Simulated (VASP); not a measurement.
# Ti3H in VASP: further runs

Runs on Ti3H. Level: PBE. Tasks: single point.

Program: VASP 6.6.1. These are calculated values, not measurements. Logs are shortened: lines on timing, memory, paths and dates and some standing lists are left out, and cuts for length are marked.

**1. The cell of the first run**

The cell holds a slab with vacuum, 4 atoms: a = 2.819 Å, b = 2.819 Å, c = 21.326 Å, α = 90.00°, β = 90.00°, γ = 109.47°.

**2. Single point, PBE**

INCAR reads:

```
ALGO = Normal
DIPOL = 0.5 0.5 0.321
EDIFF = 1E-7
ENCUT = 520
GGA = PE
IDIPOL = 3
ISIF = 2
ISMEAR = 0
LASPH = T
LCHARG = F
LDIPOL = T
LREAL = F
LWAVE = F
NBANDS = 26
NELM = 60
PREC = Accurate
SIGMA = 0.1
```

KPOINTS reads:

```
k-points
0
Gamma
  10 10 1
```

POSCAR reads:

```
Ti3H
1.0
    2.8193504947      0.0000000000      0.0000000000
   -0.9397834982      2.6581091378      0.0000000000
    0.0000000000      0.0000000000     21.3259744853
Ti H
3 1
Direct
    0.5000000000      0.5000000000      0.1875646997
    0.0000000000      0.0000000000      0.2892724347
    0.5000000000      0.5000000000      0.3904147260
    1.0000000000      1.0000000000      0.4162048722
```

Potentials or basis: VASP PAW PBE potentials, release 64 (Ti_sv, H).

Command:

```
cat potpaw_PBE.64/Ti_sv/POTCAR potpaw_PBE.64/H/POTCAR > POTCAR
mpirun -np 1 vasp_std > vasp.out
```

OUTCAR:

```text
EDIFF = 1E-7
   ENCUT = 520
   GGA = PE
   ISIF = 2
   ISMEAR = 0
   LASPH = T
   LREAL = F
   NELM = 60
   PREC = Accurate

 ion  position               nearest neighbor table
   1  0.500  0.500  0.188-   2 2.71   2 2.71
   2  0.000  0.000  0.289-   3 2.70   3 2.70   1 2.71   1 2.71
   3  0.500  0.500  0.390-   4 1.72   4 1.72   2 2.70   2 2.70
   4  0.000  0.000  0.416-   3 1.72   3 1.72

  LATTYP: Found a base centered orthorhombic cell.
 ALAT       =     3.2555055341
 B/A-ratio  =     1.4142135624
 C/A-ratio  =     6.5507412786

  Lattice vectors:

 A1 = (   2.8193504947,   0.0000000000,   0.0000000000)
 A2 = (  -0.9397834982,   2.6581091378,   0.0000000000)
 A3 = (   0.0000000000,   0.0000000000,  21.3259744853)

Analysis of symmetry for initial positions (statically):
=====================================================================
 Subroutine PRICEL returns:
 Original cell was already a primitive cell.

 Routine SETGRP: Setting up the symmetry group for a
 base centered orthorhombic supercell.

 Subroutine GETGRP returns: Found  4 space group operations
 (whereof  4 operations were pure point group operations)
 out of a pool of  8 trial point group operations.

The static configuration has the point symmetry C_2v.

Analysis of symmetry for dynamics (positions and initial velocities):
=====================================================================
 Subroutine PRICEL returns:
 Original cell was already a primitive cell.

 Routine SETGRP: Setting up the symmetry group for a
 base centered orthorhombic supercell.

 Subroutine GETGRP returns: Found  4 space group operations
 (whereof  4 operations were pure point group operations)
 out of a pool of  8 trial point group operations.

The dynamic configuration has the point symmetry C_2v.

 Subroutine INISYM returns: Found  4 space group operations
 (whereof  4 operations are pure point group operations),
 and found     1 'primitive' translations

----------------------------------------------------------------------------------------

                                     Primitive cell

  volume of cell :     159.8199

  direct lattice vectors                    reciprocal lattice vectors
     2.819350495  0.000000000  0.000000000     0.354691622  0.125402426  0.000000000
    -0.939783498  2.658109138  0.000000000     0.000000000  0.376207277  0.000000000
     0.000000000  0.000000000 21.325974485     0.000000000  0.000000000  0.046891175

  length of vectors
     2.819350495  2.819350495 21.325974485     0.376207277  0.376207277  0.046891175

  position of ions in fractional coordinates (direct lattice)
     0.500000000  0.500000000  0.187564700
     0.000000000  0.000000000  0.289272435
     0.500000000  0.500000000  0.390414726
     0.000000000  0.000000000  0.416204872

  ion indices of the primitive-cell ions
   primitive index   ion index
                 1           1
                 2           2
                 3           3
                 4           4

----------------------------------------------------------------------------------------

 KPOINTS: k-points

Automatic generation of k-mesh.
 Grid dimensions read from file:
 generate k-points for:   10   10    1

 Generating k-lattice:

  Cartesian coordinates                     Fractional coordinates (reciprocal lattice)
     0.035469162  0.012540243  0.000000000     0.100000000  0.000000000  0.000000000
     0.000000000  0.037620728  0.000000000     0.000000000  0.100000000  0.000000000
     0.000000000  0.000000000  0.046891175     0.000000000  0.000000000  1.000000000

  Length of vectors
     0.037620728  0.037620728  0.046891175

  Shift w.r.t. Gamma in fractional coordinates (k-lattice)
     0.000000000  0.000000000  0.000000000

 Subroutine IBZKPT returns following result:
 ===========================================

 Found     31 irreducible k-points:

 Following reciprocal coordinates:
            Coordinates               Weight
  0.000000  0.000000  0.000000      1.000000
  0.100000  0.000000  0.000000      4.000000
  0.200000  0.000000  0.000000      4.000000
  0.300000  0.000000  0.000000      4.000000
  0.400000  0.000000  0.000000      4.000000
  0.500000  0.000000  0.000000      2.000000
[... 16 lines left out ...]
  0.300000  0.300000  0.000000      2.000000
  0.400000  0.300000  0.000000      4.000000
 [... further k-points ...]
   k-points           NKPTS =     31   k-points in BZ     NKDIM =     31   number of bands    NBANDS=     26
   number of dos      NEDOS =    301   number of ions     NIONS =      4
   total plane-waves  NPLWV =  92160
   dimension x,y,z NGX =    24 NGY =   24 NGZ =  160
   dimension x,y,z NGXF=    48 NGYF=   48 NGZF=  320
   ions per type =               3   1
   NGX,Y,Z   is equivalent  to a cutoff of  14.15, 14.15, 12.47 a.u.
   NGXF,Y,Z  is equivalent  to a cutoff of  28.30, 28.30, 24.95 a.u.
 SYSTEM =  unknown system
   PREC   = accura    normal or accurate (medium, high low for compatibility)
   ISTART =      0    job   : 0-new  1-cont  2-samecut
   ICHARG =      2    charge: 1-file 2-atom 10-const
   ISPIN  =      1    spin polarized calculation?
   LNONCOLLINEAR =      F non collinear calculations
   LSORBIT =      F    spin-orbit coupling
   LASPH  =      T    aspherical Exc in radial PAW
   ENCUT  =  520.0 eV  38.22 Ry    6.18 a.u.   5.24  5.24 39.65*2*pi/ulx,y,z
   NELM   =     60;   NELMIN=  2; NELMDL= -5     # of ELM steps
   EDIFF  = 0.1E-06   stopping-criterion for ELM
   LREAL  =      F    real-space projection
   EDIFFG = 0.1E-05   stopping-criterion for IOM
   NSW    =      0    number of steps for IOM
   IBRION =     -1    ionic relax: 0-MD 1-quasi-New 2-CG
   NFREE  =      0    steps in history (QN), initial steepest desc. (CG)
   ISIF   =      2    stress and relaxation
   ISYM   =      2    0-nonsym 1-usesym 2-fastsym
   POTIM  = 0.5000    time-step for ionic-motion
   TEBEG  =    0.0;   TEEND  =   0.0 temperature during run
   PSTRESS=    0.0 pullay stress
   NELECT =      37.0000    total number of electrons
   NUPDOWN=      -1.0000    fix difference up-down
   EMIN   =  10.00;   EMAX   =-10.00  energy-range for DOS
   EFERMI =   0.00;   METHOD = LEGACY
   ISMEAR =     0;   SIGMA  =   0.10  broadening in eV -4-tet -1-fermi 0-gaus
   EFERMI_NEDOS =   21; number of points for ismear=-14 and -15
   IALGO  =     38    algorithm
   IMIX   =      4    mixing-type and parameters
     AMIX     =   0.40;   BMIX     =  1.00
     AMIX_MAG =   1.60;   BMIX_MAG =  1.00
  volume/ion in A,a.u.               =      39.95       269.63
  Fermi-wavevector in a.u.,A,eV,Ry     =   1.005229  1.899608 13.748497  1.010486
  Thomas-Fermi vector in A             =   2.137895
   LORBIT       =      0    0 simple, 1 ext, 2 COOP (PROOUT), +10 PAW based schemes
   GGA     = PE    functional components
   LHFCALC =     F    Hartree Fock is set to
   AEXX    =    0.0000 exact exchange contribution
   IVDW    =     0    specifies the selected vdW correction
   LEPSILON=     F    determine dielectric tensor
   LRPA    =     F    only Hartree local field effects (RPA)
 non-spin polarized calculation
 Gauss-broadening in eV      SIGMA  =   0.10
  energy-cutoff  :      520.00
  volume of cell :      159.82
 maximum number of plane-waves:      4347
 NGX is ok and might be reduce to    24
   NGX = 11   NGY = 11   NGZ = 79

 dipolmoment           0.000000      0.000000      0.015446 electrons x Angstroem

 number of electron      36.9999990 magnetization

 dipolmoment           0.000000      0.000000     -0.010061 electrons x Angstroem

 Free energy of the ion-electron system (eV)
  ---------------------------------------------------
  ext. energy  EPLUGINS =         0.00000000
  ---------------------------------------------------
  free energy    TOTEN  =       -25.53049615 eV

  energy without entropy =      -25.49357905  energy(sigma->0) =      -25.51203760

 E-fermi :   0.0849     XC(G=0):  -4.7008

 val. band max:        0.0755903001   @ k =   0.1000   0.0000   0.0000
 cond. band min:       0.0879057173   @ k =  -0.3000   0.1000   0.0000
 fundamental gap:      0.0123154172
 Fermi energy:         0.0849040089

 k-point     1 :       0.0000    0.0000    0.0000
  band No.  band energies     occupation
      1     -56.5512      2.00000
      2     -56.4425      2.00000
      3     -56.1498      2.00000
      4     -32.9940      2.00000
      5     -32.8033      2.00000
      6     -32.5734      2.00000
[... 18 lines left out ...]
     25       2.3516      0.00000
     26       2.5734      0.00000

 k-point     2 :       0.1000    0.0000    0.0000
  band No.  band energies     occupation
      1     -56.5440      2.00000
      2     -56.4347      2.00000
      3     -56.1448      2.00000
      4     -32.9788      2.00000
      5     -32.8076      2.00000
      6     -32.5996      2.00000
[... 18 lines left out ...]
     25       2.3684      0.00000
     26       2.6137      0.00000

 k-point     3 :       0.2000    0.0000    0.0000
  band No.  band energies     occupation
      1     -56.5254      2.00000
      2     -56.4141      2.00000
      3     -56.1318      2.00000
      4     -32.9424      2.00000
      5     -32.8251      2.00000
      6     -32.6986      2.00000
[... 572 lines left out ...]
 k-point    23 :       0.3000    0.3000    0.0000
  band No.  band energies     occupation
      1     -56.4596      2.00000
      2     -56.3421      2.00000
      3     -56.0812      2.00000
      4     -32.9087      2.00000
      5     -32.8803      2.00000
      6     -32.8345      2.00000
[... 18 lines left out ...]
     25       2.8336      0.00000
     26       3.2652      0.00000

 k-point    24 :       0.4000    0.3000    0.0000
  band No.  band energies     occupation
      1     -56.4486      2.00000
      2     -56.3320      2.00000
      3     -56.0672      2.00000
      4     -32.9541      2.00000
      5     -32.9115      2.00000
      6     -32.8627      2.00000
[... 18 lines left out ...]
     25       2.9111      0.00000
     26       3.3593      0.00000

 [... further k-points ...]

------------------------ aborting loop because EDIFF is reached ----------------------------------------

 vacuum level on the upper side and lower side of the slab       (xc-potential included)        -0.225        -0.015

  FORCE on cell =-STRESS in cart. coord.  units (eV):
  Direction    XX          YY          ZZ          XY          YZ          ZX
  --------------------------------------------------------------------------------------
  -------------------------------------------------------------------------------------
  Total       -0.2070829      1.9978715      1.1303019      3.1182764      0.0000000      0.0000000
  in kB       -2.0759839     20.0284514     11.3311577     31.2603922      0.0000000      0.0000000
  external PRESSURE =       9.7612084 kB  Pullay stress =       0.0000000 kB

 VOLUME and BASIS-vectors are now :
 -----------------------------------------------------------------------------
  energy-cutoff  :      520.00
  volume of cell :      159.82
      direct lattice vectors                 reciprocal lattice vectors
     2.819350495  0.000000000  0.000000000     0.354691622  0.125402426  0.000000000
    -0.939783498  2.658109138  0.000000000     0.000000000  0.376207277  0.000000000
     0.000000000  0.000000000 21.325974485     0.000000000  0.000000000  0.046891175

 POSITION                                       TOTAL-FORCE (eV/Angst)
 -----------------------------------------------------------------------------------
      0.93978      1.32905      4.00000         0.000000      0.000000      0.035837
      0.00000      0.00000      6.16902        -0.000000      0.000000     -0.338875
      0.93978      1.32905      8.32597         0.000000      0.000000     -0.757874
      0.00000      0.00000      8.87597         0.000000      0.000000      1.060912
 -----------------------------------------------------------------------------------
    total drift:                               -0.000000     -0.000000     -0.000122

  FREE ENERGIE OF THE ION-ELECTRON SYSTEM (eV)
  ---------------------------------------------------
  free  energy   TOTEN  =       -25.5304961495 eV

  energy  without entropy=      -25.4935790521  energy(sigma->0) =      -25.51203760

 vacuum level on the upper side and lower side of the slab         3.973         4.194
```

It took 3.6 min on 1 thread of Intel Xeon Platinum 8488C (Sapphire Rapids), shared host; peak memory 0.34 GiB.

Results:

```yaml
Free_energy: -25.5305 eV
Largest_force: 1.061 eV/Å
Band_gap_on_the_k_mesh: zero (an odd number of electrons rules out a gap without spin polarisation)
```

Forces on the atoms (eV/Å):
```
Ti   0.000  0.000  0.036
Ti   0.000  0.000 -0.339
Ti   0.000  0.000 -0.758
H    0.000  0.000  1.061
```

**3. Single point, PBE**

INCAR reads:

```
PREC     = Accurate       # precision mode
ENCUT    = 520            # plane-wave cutoff, eV
EDIFF    = 1E-6           # SCF threshold, eV
ISMEAR   = 0              # smearing method
SIGMA    = 0.1            # smearing width, eV
LREAL    = F              # projectors in reciprocal space
LASPH    = T              # aspherical terms in the spheres
NELM     = 100            # most SCF steps
ALGO     = Normal         # electronic algorithm
ISIF     = 2              # what is computed and relaxed
LWAVE    = F              # write WAVECAR
LCHARG   = T              # write CHGCAR
LDIPOL   = T            
IDIPOL   = 3            
DIPOL    = 0.5 0.5 0.330
GGA      = PE             # functional
LELF     = T              # ELF
LVHAR    = T            
LVACPOTAV= T            
NBANDS   = 26             # bands
```

KPOINTS reads:

```
regular mesh
0
Gamma
  10 10 1
```

Edit POSCAR of step 2 so:

```diff
@@ -11,2 +11,2 @@
     0.5000000000      0.5000000000      0.3904147260
-    1.0000000000      1.0000000000      0.4162048722
+    1.0000000000      1.0000000000      0.4518421651
```

Potentials or basis: VASP PAW PBE potentials, release 64 (Ti_sv, H).

Command:

```
cat potpaw_PBE.64/Ti_sv/POTCAR potpaw_PBE.64/H/POTCAR > POTCAR
mpirun -np 1 vasp_std > vasp.out
```

Wall time 3.6 min (1 thread of Intel Xeon Platinum 8488C (Sapphire Rapids), shared host); peak memory 0.34 GiB.

The run converged. Its results:

```yaml
Free_energy: -25.6616 eV
Largest_force: 1.320 eV/Å
Band_gap_on_the_k_mesh: zero (an odd number of electrons rules out a gap without spin polarisation)
```

Forces on the atoms (eV/Å):
```
Ti   0.000  0.000 -0.024
Ti   0.000  0.000 -0.324
Ti   0.000  0.000  1.320
H    0.000  0.000 -0.972
```

Levels at points of the mesh, in eV from the Fermi level:
```tsv
k point	band 16	band 17	band 18	band 19	band 20	band 21	band 22	band 23
(0.00, 0.00, 0.00)	-1.66	-0.44	-0.02	0.04	0.90	1.06	1.06	1.13
(0.50, 0.00, 0.00)	-1.61	-0.35	-0.34	-0.13	0.14	1.01	2.32	2.34
(0.50, 0.50, 0.00)	-1.86	-0.88	-0.24	0.72	1.08	1.13	2.08	2.17
```

**4. Single point, PBE**

INCAR reads:

```
SYSTEM = Ti3H
  PREC = Accurate
  ENCUT = 520
  EDIFF = 1E-7
  ISMEAR = 0
  SIGMA = 0.1
  LREAL = .FALSE.
  LASPH = .TRUE.
  NELM = 100
  ALGO = Normal
  ISIF = 2
  LWAVE = .FALSE.
  LCHARG = .TRUE.
  LDIPOL = .TRUE.
  IDIPOL = 3
  DIPOL = 0.5 0.5 0.339
  GGA = PE
  LELF = .TRUE.
  LVHAR = .TRUE.
  LVACPOTAV = .TRUE.
  NBANDS = 26
```

KPOINTS reads:

```
regular mesh
0
G
  10 10 1
  0 0 0
```

Edit POSCAR of step 3 so:

```diff
@@ -11,2 +11,2 @@
     0.5000000000      0.5000000000      0.3904147260
-    1.0000000000      1.0000000000      0.4518421651
+    1.0000000000      1.0000000000      0.4874794581
```

Command:

```
cat potpaw_PBE.64/Ti_sv/POTCAR potpaw_PBE.64/H/POTCAR > POTCAR
mpirun -np 1 vasp_std > vasp.out
```

Run time: 3.7 min. Hardware: 1 thread of Intel Xeon Platinum 8488C (Sapphire Rapids), shared host; peak memory 0.34 GiB.

Results (log left out):

- Free energy: -24.4199 eV
- Largest force: 2.148 eV/Å
- Band gap on the k mesh: zero (an odd number of electrons rules out a gap without spin polarisation)

Forces on the atoms (eV/Å):
```
Ti   0.000  0.000 -0.031
Ti   0.000  0.000 -0.210
Ti   0.000  0.000  2.148
H    0.000  0.000 -1.907
```

Levels at points of the mesh, in eV from the Fermi level:
```
           k point  band 16  band 17  band 18  band 19  band 20  band 21  band 22  band 23
(0.00, 0.00, 0.00)    -2.17    -0.43    -0.01     0.05     0.91     1.06     1.08     1.13
(0.50, 0.00, 0.00)    -1.57    -0.34    -0.33    -0.10     0.14     1.00     2.35     2.39
(0.50, 0.50, 0.00)    -1.71    -0.85    -0.22     0.42     1.20     1.25     2.10     2.24
```

**5. Summary**

```csv
cell,gap on the mesh (eV),largest force (eV/Å)
"as given, atomic positions A",none,1.06
"as given, atomic positions B",none,1.32
"as given, atomic positions C",none,2.15
```

Alike in all rows: task single point; level PBE; potentials or basis VASP PAW PBE potentials, release 64 (Ti_sv, H); no spin polarisation; k mesh 10 × 10 × 1; cutoff (eV) 520; smearing gaussian 0.1 eV.

Total energies depend on the potentials used, so only differences within one code and one set of settings carry meaning.
